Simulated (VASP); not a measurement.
A run of VASP 6.6.1 is set up as follows.

File POSCAR:

```
AlAs
1.0
    0.0000000000      2.8374040631      2.8374040631
    2.8374040631      0.0000000000      2.8374040631
    2.8374040631      2.8374040631      0.0000000000
Al As
1 1
Direct
    0.0000000000      0.0000000000      0.0000000000
    0.7500000000      0.7500000000      0.7500000000
```

The input INCAR.step1:

```
SYSTEM = AlAs
  PREC = Accurate
  ENCUT = 400
  EDIFF = 1E-5
  ISMEAR = 0
  SIGMA = 0.01
  LREAL = .False.
  LASPH = .True.
  NELM = 200
  ALGO = Normal
  ISIF = 2
  LWAVE = .True.
  LNONCOLLINEAR = .True.
  MAGMOM = 0 0 0 0 0 0
  LORBIT = 11
  LSORBIT = .True.
  GGA_COMPAT = .False.
  LORBMOM = .True.
  GGA = PE
  NBANDS = 20
```

Contents of INCAR.step2:

```
SYSTEM = AlAs
  PREC = Accurate
  ENCUT = 400
  EDIFF = 1E-6
  ISMEAR = 0
  SIGMA = 0.01
  LREAL = .False.
  LASPH = .True.
  NELM = 200
  ALGO = Normal
  ISIF = 2
  LWAVE = .False.
  LCHARG = .True.
  LNONCOLLINEAR = .True.
  MAGMOM = 0 0 0 0 0 0
  LORBIT = 11
  LSORBIT = .True.
  GGA_COMPAT = .False.
  LORBMOM = .True.
  GGA = PE
  LHFCALC = .True.
  HFSCREEN = 0.2079
  PRECFOCK = Normal
  LVHAR = .True.
  ISTART = 1
  NBANDS = 20
```

KPOINTS

```
regular mesh
0
Gamma
  6 6 6
  0 0 0
```

Potentials or basis: VASP PAW PBE potentials, release 64 (Al, As).

The run is started by

```console
$ cat potpaw_PBE.64/Al/POTCAR potpaw_PBE.64/As/POTCAR > POTCAR
$ cp INCAR.step1 INCAR
$ mpirun -np 1 vasp_ncl > vasp.out
$ cp INCAR.step2 INCAR
$ mpirun -np 1 vasp_ncl > vasp.out
```

**Question.** What does it give for the pressure?

**Answer.** 0.1 GPa.

**Question.** What does it give for the net moment?

**Answer.** 0.00 μB per cell.

Moments on the atoms (μB; x, y, z):
```
Al  0.00 0.00 0.00
As  0.00 0.00 0.00
```

Caveat: the PAW data sets were made with another functional, which shifts forces and pressure a little.
